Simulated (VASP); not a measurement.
# CdSe (F-43m) in VASP: further runs, part 3 of 3

VASP 6.6.1. Earlier steps stand in the parts before.

**5. Single point, PBE (volume scaled by 0.94)**

INCAR reads:

```
ALGO = Normal ; EDIFF = 1E-6
ENCUT = 520 ; GGA = PE
ISIF = 2 ; ISMEAR = 0
LASPH = T ; LCHARG = F
LREAL = F ; LWAVE = F
NBANDS = 16 ; NELM = 80
PREC = Accurate ; SIGMA = 0.02
```

KPOINTS reads:

```
k-points
0
Gamma
  10 10 10
```

POSCAR reads:

```
CdSe
1.0
    0.0000000000      3.0351639285      3.0351639285
    3.0351639285      0.0000000000      3.0351639285
    3.0351639285      3.0351639285      0.0000000000
Cd Se
1 1
Direct
    0.0000000000      0.0000000000      0.0000000000
    0.2500000000      0.2500000000      0.2500000000
```

Potentials or basis: VASP PAW PBE potentials, release 64 (Cd, Se).

Run with:

```console
> cat potpaw_PBE.64/Cd/POTCAR potpaw_PBE.64/Se/POTCAR > POTCAR
> mpirun -np 1 vasp_std > vasp.out
```

OUTCAR:

```text
EDIFF = 1E-6
   ENCUT = 520
   GGA = PE
   ISIF = 2
   ISMEAR = 0
   LASPH = T
   LREAL = F
   NELM = 80
   PREC = Accurate

 ion  position               nearest neighbor table
   1  0.000  0.000  0.000-   2 2.63   2 2.63   2 2.63   2 2.63
   2  0.250  0.250  0.250-   1 2.63   1 2.63   1 2.63   1 2.63

  LATTYP: Found a face centered cubic cell.
 ALAT       =     6.0703278570

  Lattice vectors:

 A1 = (   0.0000000000,   3.0351639285,   3.0351639285)
 A2 = (   3.0351639285,   0.0000000000,   3.0351639285)
 A3 = (   3.0351639285,   3.0351639285,   0.0000000000)

Analysis of symmetry for initial positions (statically):
=====================================================================
 Subroutine PRICEL returns:
 Original cell was already a primitive cell.

 Routine SETGRP: Setting up the symmetry group for a
 face centered cubic supercell.

 Subroutine GETGRP returns: Found 24 space group operations
 (whereof 24 operations were pure point group operations)
 out of a pool of 48 trial point group operations.

The static configuration has the point symmetry T_d .

Analysis of symmetry for dynamics (positions and initial velocities):
=====================================================================
 Subroutine PRICEL returns:
 Original cell was already a primitive cell.

 Routine SETGRP: Setting up the symmetry group for a
 face centered cubic supercell.

 Subroutine GETGRP returns: Found 24 space group operations
 (whereof 24 operations were pure point group operations)
 out of a pool of 48 trial point group operations.

The dynamic configuration has the point symmetry T_d .

 Subroutine INISYM returns: Found 24 space group operations
 (whereof 24 operations are pure point group operations),
 and found     1 'primitive' translations

----------------------------------------------------------------------------------------

                                     Primitive cell

  volume of cell :      55.9212

  direct lattice vectors                    reciprocal lattice vectors
     0.000000000  3.035163928  3.035163928    -0.164735748  0.164735748  0.164735748
     3.035163928  0.000000000  3.035163928     0.164735748 -0.164735748  0.164735748
     3.035163928  3.035163928  0.000000000     0.164735748  0.164735748 -0.164735748

  length of vectors
     4.292369992  4.292369992  4.292369992     0.285330685  0.285330685  0.285330685

  position of ions in fractional coordinates (direct lattice)
     0.000000000  0.000000000  0.000000000
     0.250000000  0.250000000  0.250000000

  ion indices of the primitive-cell ions
   primitive index   ion index
                 1           1
                 2           2

----------------------------------------------------------------------------------------

 KPOINTS: k-points

Automatic generation of k-mesh.
 Grid dimensions read from file:
 generate k-points for:   10   10   10

 Generating k-lattice:

  Cartesian coordinates                     Fractional coordinates (reciprocal lattice)
    -0.016473575  0.016473575  0.016473575     0.100000000  0.000000000  0.000000000
     0.016473575 -0.016473575  0.016473575     0.000000000  0.100000000  0.000000000
     0.016473575  0.016473575 -0.016473575     0.000000000  0.000000000  0.100000000

  Length of vectors
     0.028533069  0.028533069  0.028533069

  Shift w.r.t. Gamma in fractional coordinates (k-lattice)
     0.000000000  0.000000000  0.000000000

 Subroutine IBZKPT returns following result:
 ===========================================

 Found     47 irreducible k-points:

 Following reciprocal coordinates:
            Coordinates               Weight
  0.000000  0.000000  0.000000      1.000000
  0.100000  0.000000  0.000000      8.000000
  0.200000  0.000000  0.000000      8.000000
  0.300000  0.000000  0.000000      8.000000
  0.400000  0.000000  0.000000      8.000000
  0.500000  0.000000  0.000000      4.000000
[... 16 lines left out ...]
  0.300000  0.300000  0.000000      6.000000
  0.400000  0.300000  0.000000     24.000000
 [... further k-points ...]
   k-points           NKPTS =     47   k-points in BZ     NKDIM =     47   number of bands    NBANDS=     16
   number of dos      NEDOS =    301   number of ions     NIONS =      2
   total plane-waves  NPLWV =  32768
   dimension x,y,z NGX =    32 NGY =   32 NGZ =   32
   dimension x,y,z NGXF=    64 NGYF=   64 NGZF=   64
   ions per type =               1   1
   NGX,Y,Z   is equivalent  to a cutoff of  12.39, 12.39, 12.39 a.u.
   NGXF,Y,Z  is equivalent  to a cutoff of  24.79, 24.79, 24.79 a.u.
 SYSTEM =  unknown system
   PREC   = accura    normal or accurate (medium, high low for compatibility)
   ISTART =      0    job   : 0-new  1-cont  2-samecut
   ICHARG =      2    charge: 1-file 2-atom 10-const
   ISPIN  =      1    spin polarized calculation?
   LNONCOLLINEAR =      F non collinear calculations
   LSORBIT =      F    spin-orbit coupling
   LASPH  =      T    aspherical Exc in radial PAW
   ENCUT  =  520.0 eV  38.22 Ry    6.18 a.u.   7.98  7.98  7.98*2*pi/ulx,y,z
   NELM   =     80;   NELMIN=  2; NELMDL= -5     # of ELM steps
   EDIFF  = 0.1E-05   stopping-criterion for ELM
   LREAL  =      F    real-space projection
   EDIFFG = 0.1E-04   stopping-criterion for IOM
   NSW    =      0    number of steps for IOM
   IBRION =     -1    ionic relax: 0-MD 1-quasi-New 2-CG
   NFREE  =      0    steps in history (QN), initial steepest desc. (CG)
   ISIF   =      2    stress and relaxation
   ISYM   =      2    0-nonsym 1-usesym 2-fastsym
   POTIM  = 0.5000    time-step for ionic-motion
   TEBEG  =    0.0;   TEEND  =   0.0 temperature during run
   PSTRESS=    0.0 pullay stress
   NELECT =      18.0000    total number of electrons
   NUPDOWN=      -1.0000    fix difference up-down
   EMIN   =  10.00;   EMAX   =-10.00  energy-range for DOS
   EFERMI =   0.00;   METHOD = LEGACY
   ISMEAR =     0;   SIGMA  =   0.02  broadening in eV -4-tet -1-fermi 0-gaus
   EFERMI_NEDOS =   21; number of points for ismear=-14 and -15
   IALGO  =     38    algorithm
   IMIX   =      4    mixing-type and parameters
     AMIX     =   0.40;   BMIX     =  1.00
     AMIX_MAG =   1.60;   BMIX_MAG =  1.00
  volume/ion in A,a.u.               =      27.96       188.69
  Fermi-wavevector in a.u.,A,eV,Ry     =   1.121950  2.120178 17.126631  1.258772
  Thomas-Fermi vector in A             =   2.258607
   LORBIT       =      0    0 simple, 1 ext, 2 COOP (PROOUT), +10 PAW based schemes
   GGA     = PE    functional components
   LHFCALC =     F    Hartree Fock is set to
   AEXX    =    0.0000 exact exchange contribution
   IVDW    =     0    specifies the selected vdW correction
   LEPSILON=     F    determine dielectric tensor
   LRPA    =     F    only Hartree local field effects (RPA)
 non-spin polarized calculation
 Gauss-broadening in eV      SIGMA  =   0.02
  energy-cutoff  :      520.00
  volume of cell :       55.92
 maximum number of plane-waves:      1524
   NGX = 15   NGY = 15   NGZ = 15

 number of electron      18.0000000 magnetization

 Free energy of the ion-electron system (eV)
  ---------------------------------------------------
  ext. energy  EPLUGINS =         0.00000000
  ---------------------------------------------------
  free energy    TOTEN  =        -5.46031263 eV

  energy without entropy =       -5.46031263  energy(sigma->0) =       -5.46031263

 E-fermi :   1.1538     XC(G=0):  -8.9134

 val. band max:        0.9889700395   @ k =   0.0000   0.0000   0.0000
 cond. band min:       1.6105358712   @ k =   0.0000   0.0000   0.0000
 fundamental gap:      0.6215658317
 Fermi energy:         1.1538317476

 k-point     1 :       0.0000    0.0000    0.0000
  band No.  band energies     occupation
      1     -11.6386      2.00000
      2      -6.9656      2.00000
      3      -6.9656      2.00000
      4      -6.9656      2.00000
      5      -6.5845      2.00000
      6      -6.5845      2.00000
[... 8 lines left out ...]
     15      12.1033      0.00000
     16      12.1033      0.00000
[... 419 lines left out ...]
 k-point    24 :       0.4000    0.3000    0.0000
  band No.  band energies     occupation
      1     -11.2389      2.00000
      2      -6.7959      2.00000
      3      -6.7673      2.00000
      4      -6.7211      2.00000
      5      -6.5393      2.00000
      6      -6.4181      2.00000
[... 8 lines left out ...]
     15      13.2152      0.00000
     16      14.7448      0.00000

 [... further k-points ...]

------------------------ aborting loop because EDIFF is reached ----------------------------------------

  FORCE on cell =-STRESS in cart. coord.  units (eV):
  Direction    XX          YY          ZZ          XY          YZ          ZX
  --------------------------------------------------------------------------------------
  -------------------------------------------------------------------------------------
  Total        1.2283385      1.2283385      1.2283385      0.0000000      0.0000000      0.0000000
  in kB       35.1926681     35.1926681     35.1926681      0.0000000      0.0000000      0.0000000
  external PRESSURE =      35.1926681 kB  Pullay stress =       0.0000000 kB

 VOLUME and BASIS-vectors are now :
 -----------------------------------------------------------------------------
  energy-cutoff  :      520.00
  volume of cell :       55.92
      direct lattice vectors                 reciprocal lattice vectors
     0.000000000  3.035163928  3.035163928    -0.164735748  0.164735748  0.164735748
     3.035163928  0.000000000  3.035163928     0.164735748 -0.164735748  0.164735748
     3.035163928  3.035163928  0.000000000     0.164735748  0.164735748 -0.164735748

 POSITION                                       TOTAL-FORCE (eV/Angst)
 -----------------------------------------------------------------------------------
      0.00000      0.00000      0.00000         0.000000     -0.000000     -0.000000
      1.51758      1.51758      1.51758        -0.000000      0.000000      0.000000
 -----------------------------------------------------------------------------------
    total drift:                               -0.000000     -0.000000     -0.000000

  FREE ENERGIE OF THE ION-ELECTRON SYSTEM (eV)
  ---------------------------------------------------
  free  energy   TOTEN  =        -5.4603126294 eV

  energy  without entropy=       -5.4603126294  energy(sigma->0) =       -5.46031263
```

OSZICAR:

```text
N       E                     dE             d eps       ncg     rms          rms(c)
DAV:   1     0.105969296279E+03    0.10597E+03   -0.88717E+03  1520   0.101E+03
DAV:   2    -0.185946793570E+01   -0.10783E+03   -0.10238E+03  1816   0.247E+02
DAV:   3    -0.581772876431E+01   -0.39583E+01   -0.39525E+01  1864   0.491E+01
DAV:   4    -0.583398925654E+01   -0.16260E-01   -0.16260E-01  1880   0.315E+00
DAV:   5    -0.583409260462E+01   -0.10335E-03   -0.10335E-03  1864   0.220E-01    0.631E+00
DAV:   6    -0.548122280485E+01    0.35287E+00   -0.53292E-01  2208   0.887E+00    0.498E+00
DAV:   7    -0.545912742176E+01    0.22095E-01   -0.14771E-01  1832   0.256E+00    0.212E+00
DAV:   8    -0.546003477362E+01   -0.90735E-03   -0.13993E-02  1704   0.145E+00    0.254E-01
DAV:   9    -0.546019987978E+01   -0.16511E-03   -0.14492E-03  1808   0.501E-01    0.455E-02
DAV:  10    -0.546026563689E+01   -0.65757E-04   -0.16085E-04  1944   0.160E-01    0.421E-02
DAV:  11    -0.546031281335E+01   -0.47176E-04   -0.78115E-05  1816   0.562E-02    0.153E-02
DAV:  12    -0.546031262944E+01    0.18392E-06   -0.23437E-06  1624   0.197E-02
   1 F= -.54603126E+01 E0= -.54603126E+01  d E =-.104691E-33
```

It took 64 s on 1 thread of AMD EPYC 7R13, shared host; peak memory 0.17 GiB.

What came out:

```yaml
Free_energy: -5.4603 eV
Pressure: 3.5 GPa
Band_gap_on_the_k_mesh: 0.62 eV, direct
```

**6. Single point, PBE (volume scaled by 0.97)**

INCAR reads:

```
SYSTEM = CdSe
PREC = Accurate
ENCUT = 520
EDIFF = 1E-6
ISMEAR = 0
SIGMA = 0.02
LREAL = .FALSE.
LASPH = .TRUE.
NELM = 80
ALGO = Normal
ISIF = 2
LWAVE = .FALSE.
LCHARG = .FALSE.
GGA = PE
NBANDS = 16
```

KPOINTS reads:

```
Automatic mesh
0
G
  10 10 10
  0 0 0
```

POSCAR reads:

```
CdSe
1.0
    0.0000000000      3.0671153705      3.0671153705
    3.0671153705      0.0000000000      3.0671153705
    3.0671153705      3.0671153705      0.0000000000
Cd Se
1 1
Direct
    0.0000000000      0.0000000000      0.0000000000
    0.2500000000      0.2500000000      0.2500000000
```

Potentials or basis: VASP PAW PBE potentials, release 64 (Cd, Se).

Run with:

```console
> cat potpaw_PBE.64/Cd/POTCAR potpaw_PBE.64/Se/POTCAR > POTCAR
> mpirun -np 1 vasp_std > vasp.out
```

Wall time 60 s (1 thread of AMD EPYC 7R13, shared host); peak memory 0.17 GiB.

The run converged. Its results:

```yaml
Free_energy: -5.4892 eV
Pressure: 1.7 GPa
Band_gap_on_the_k_mesh: 0.56 eV, direct
```

Levels at points of the mesh, in eV from the valence-band top:
```
           k point  band 6  band 7  band 8  band 9  band 10  band 11  band 12  band 13
(0.00, 0.00, 0.00)   -7.50    0.00    0.00    0.00     0.56     5.93     5.93     5.93
(0.50, 0.00, 0.00)   -7.23   -4.24   -0.71   -0.71     2.36     6.44     6.44     7.35
(0.50, 0.50, 0.00)   -7.17   -3.97   -1.77   -1.77     3.19     3.73     9.00    10.07
```

**7. Overview**

```tsv
cell	k mesh	smearing	gap on the mesh (eV)	pressure (GPa)
a = 4.342 Å, angles 60.0°, 2 atoms	6 × 6 × 6	gaussian 0.1 eV	0.55	1.6
a = 4.199 Å, angles 60.0°, 2 atoms	10 × 10 × 10	gaussian 0.02 eV	0.76	8.1
a = 4.246 Å, angles 60.0°, 2 atoms	10 × 10 × 10	gaussian 0.02 eV	0.69	5.6
a = 4.292 Å, angles 60.0°, 2 atoms	10 × 10 × 10	gaussian 0.02 eV	0.62	3.5
a = 4.338 Å, angles 60.0°, 2 atoms	10 × 10 × 10	gaussian 0.02 eV	0.56	1.7
```

Alike in all rows: task single point; level PBE; potentials or basis VASP PAW PBE potentials, release 64 (Cd, Se); no spin polarisation; cutoff (eV) 520.

Absolute energies hang on the potentials; compare differences alone.
